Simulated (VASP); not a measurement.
Crystal: Cd2HgTe3.

```
CELL_PARAMETERS angstrom
4.38397 0.00000 0.00000
-2.19199 3.79663 0.00000
0.00000 0.00000 10.73850
ATOMIC_POSITIONS crystal
Cd 0.00000 0.00000 0.00000
Cd 0.66667 0.33333 0.33333
Hg 0.33333 0.66667 0.66667
Te 0.00000 0.00000 0.75000
Te 0.33333 0.66667 0.41667
Te 0.66667 0.33333 0.08333
```

```yaml
Program: VASP 6.6.1
Task: relaxation of cell and atoms
Functional: PBE
Potentials_or_basis: VASP PAW PBE potentials, release 64 (Cd, Hg, Te)
Cutoff: 600 eV
k_mesh: 6 × 6 × 2
Occupations: gaussian, width 0.1 eV
Spin: no spin polarisation
```

At the start: pressure 11.6 GPa; volume 29.79 Å³/atom.

Question: How do energy, volume and symmetry change on relaxing?

Answer: Over 3 steps the energy falls by 200.3 meV/atom and the volume is 36.44 Å³/atom (+22.3 %); space group P3m1 (No. 156, to 0.1 Å) before and after.

The path:
```
step  energy change (eV)  largest force (eV/Å)  pressure (GPa)  volume (Å³)
   1              0.0000                0.1549           11.65       178.74
   2             -1.0124                0.0196           -2.57       240.82
   3             -1.2018                0.0211            0.11       218.62
```

Final structure:
```cif
data_structure
_symmetry_space_group_name_H-M 'P 1'
_symmetry_Int_Tables_number 1
_cell_length_a 4.6892
_cell_length_b 4.6892
_cell_length_c 11.4804
_cell_angle_alpha 90.000
_cell_angle_beta 90.000
_cell_angle_gamma 120.000
_cell_volume 218.62
loop_
_atom_site_label
_atom_site_type_symbol
_atom_site_fract_x
_atom_site_fract_y
_atom_site_fract_z
_atom_site_occupancy
Cd1 Cd 0.00000 0.00000 0.99998 1
Cd2 Cd 0.66667 0.33333 0.33340 1
Hg1 Hg 0.33333 0.66667 0.66669 1
Te1 Te 0.00000 0.00000 0.75047 1
Te2 Te 0.33333 0.66667 0.41618 1
Te3 Te 0.66667 0.33333 0.08328 1
```

Caveat: the volume moved by over 15 % at a fixed basis, so the end points are rough.
